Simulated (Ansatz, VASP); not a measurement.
# Hg: VASP beside Ansatz

```
CELL_PARAMETERS angstrom
3.18460 0.00000 0.00000
-1.59230 2.75794 0.00000
0.00000 0.00000 4.81040
ATOMIC_POSITIONS crystal
Hg 0.66667 0.33333 0.75000
Hg 0.33333 0.66667 0.25000
```

Alike in both runs: task single point; functional PBE; dispersion D3(BJ); k mesh 15 × 15 × 8; occupations gaussian, width 0.15 eV; no spin polarisation.

```csv
,VASP,Ansatz
version,VASP 6.6.1,Ansatz 0.2.0
potentials or method,"VASP PAW PBE potentials, release 64 (Hg), cutoff 520 eV","scalar-relativistic, plane waves, PAW"
valence electrons in the cell,24,40
```

```csv
,VASP,Ansatz,Ansatz less VASP
gap on the k mesh at the Fermi level (eV),none,none,-
pressure (GPa),8.7,8.1,-0.60
"traceless stress, the component that is largest in VASP (GPa)",1.05,0.94,-0.111
```

A gap of «none» marks a metal or a gap that the smearing closes. VASP's potentials hold 24 valence electrons a cell and Ansatz's 40, so a difference there can come from the potentials and not from the codes.

Spin-orbit coupling is off throughout.
